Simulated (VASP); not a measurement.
Al3N: relaxation of the atoms with PBEsol

System: Al3N, a slab with vacuum.

```
CELL_PARAMETERS angstrom
2.83943 0.00000 0.00000
0.00000 2.83943 0.00000
0.00000 0.00000 19.64135
ATOMIC_POSITIONS crystal
Al 0.50000 0.50000 0.20365
Al 0.00000 0.00000 0.30901
Al 0.50000 0.50000 0.41450
N 0.83333 0.83333 0.47405
```

| Quantity | Value |
| --- | --- |
| Program | VASP 6.6.1 |
| Task | relaxation of the atoms |
| Functional | PBEsol |
| Potentials or basis | VASP PAW PBE potentials, release 64 (Al, N) |
| Cutoff | 520 eV |
| k mesh | 9 × 9 × 1 |
| Occupations | gaussian, width 0.1 eV |
| Spin | no spin polarisation |
| Dipole correction | yes |
| Atoms held fixed (from 0) | [0, 1, 2] |
| Further INCAR settings | ALGO = Fast; EDIFF = 1e-06; IBRION = 2; EDIFFG = -0.025; NSW = 36 |
| Atoms held along some axes (from 0) | atom 3 along a and b |

```
Energy gained by relaxing : 37.5 meV/atom
Ionic steps               : 4
Band gap on the k mesh    : zero (bands 7 and 8 overlap by 0.33 eV)
```

The path:
```csv
step,energy change (eV),largest force on free atoms (eV/Å),pressure (GPa)
1,0.0000,1.4635,-2.23
2,-0.0854,0.9631,-1.53
3,-0.1464,0.2453,0.34
4,-0.1501,0.0194,-0.07
```

Final structure:
```
CELL_PARAMETERS angstrom
2.83943 0.00000 0.00000
0.00000 2.83943 0.00000
0.00000 0.00000 19.64135
ATOMIC_POSITIONS crystal
Al 0.50000 0.50000 0.20365
Al 0.00000 0.00000 0.30901
Al 0.50000 0.50000 0.41450
N 0.83333 0.83333 0.46380
```

Levels at points of the mesh, in eV from the Fermi level:
| k point | band 4 | band 5 | band 6 | band 7 | band 8 | band 9 | band 10 | band 11 |
| --- | --- | --- | --- | --- | --- | --- | --- | --- |
| (0.00, 0.00, 0.00) | -3.71 | -1.04 | -0.08 | 0.01 | 2.26 | 4.15 | 5.37 | 6.34 |

It took 6.7 min on 1 thread of Oxide Virtual Turin-like Processor, with other jobs on the host, peak memory 0.26 GiB.

Caveat: the PAW data sets were made with another functional, which shifts forces and pressure a little.
